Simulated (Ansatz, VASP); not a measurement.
# PbSe: VASP beside Ansatz

```xyz
2
Lattice="0.0000 3.0606 3.0606 3.0606 0.0000 3.0606 3.0606 3.0606 0.0000" Properties=species:S:1:pos:R:3 pbc="T T T"
Pb    0.0000    0.0000    0.0000
Se    3.0606    3.0606    3.0606
```

Alike in both runs: functional PBE; k mesh 8 × 8 × 8; occupations methfessel-paxton of order 1, width 0.1 eV; no spin polarisation.

```csv
,VASP,Ansatz
version,VASP 6.6.1,Ansatz 0.2.0
potentials or method,"VASP PAW PBE potentials, release 64 (Pb_d, Se)",PseudoDojo standard (LDA files)
plane-wave cutoff (eV),520,1170
valence electrons in the cell,20,30
task,single point,optical spectrum
```

|  | VASP | Ansatz | Ansatz less VASP |
| --- | --- | --- | --- |
| gap on the k mesh at the Fermi level (eV) | 0.29 | 0.27 | -0.018 |
| least direct gap on the mesh (eV) | 0.29 | 0.27 | -0.018 |

VASP's potentials hold 20 valence electrons a cell and Ansatz's 30, so a difference there can come from the potentials and not from the codes.

Spin-orbit coupling is off throughout.
